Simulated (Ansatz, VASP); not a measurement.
**One calculation of InP, two programs**

```
In P
1.0
     0.00000    2.95198    2.95198
     2.95198    0.00000    2.95198
     2.95198    2.95198    0.00000
In P
1 1
Direct
  0.00000 0.00000 0.00000
  0.25000 0.25000 0.25000
```

Alike in both runs: task single point; functional LDA; k mesh 4 × 4 × 4; occupations gaussian, width 0.1 eV; no spin polarisation.

```csv
,VASP,Ansatz
version,VASP 6.6.1,Ansatz 0.2.0
potentials or method,"VASP PAW LDA potentials, release 64 (In_d, P), cutoff 500 eV","scalar-relativistic, plane waves, PAW"
valence electrons in the cell,18,18
```

VASP gave:

* gap on the k mesh at the Fermi level (eV): 0.37
* least direct gap on the mesh (eV): 0.37
* pressure (GPa): -2.4

**Question.** Which values does Ansatz return?

**Answer.** gap on the k mesh at the Fermi level (eV): 0.34; least direct gap on the mesh (eV): 0.34; pressure (GPa): -2.4.

LDA's correlation is that of Perdew and Zunger in VASP and of Perdew and Wang (1992) in Ansatz.

The k mesh is coarse, so the values compare programs but aren't converged.
